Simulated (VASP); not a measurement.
Runs of VASP 6.6.1 on AlNi3. The structure is that of space group Pm-3m (No. 221), or close to it. The cells are those of the table. 

| cell | gap on the mesh (eV) | pressure (GPa) | moment (μB) |
| --- | --- | --- | --- |
| a = 3.590 Å, 4 atoms | none | -3.4 | (a) |
| a = 3.614 Å, 4 atoms | none | -6.4 | 0.74 |
| a = 3.518 Å, 4 atoms | none | 8.1 | (b) |
| a = 3.543 Å, 4 atoms | none | 3.9 | 0.72 |

Alike in all rows: task single point; level PBE; potentials or basis VASP PAW PBE potentials, release 64 (Al, Ni); spin collinear, ferromagnetic start; k mesh 12 × 12 × 12; cutoff (eV) 520; smearing gaussian 0.05 eV.

Q: Fill in the values left out.

A: (a) 0.73; (b) 0.71.

A gap of «none» marks levels without a gap at the run's occupations.
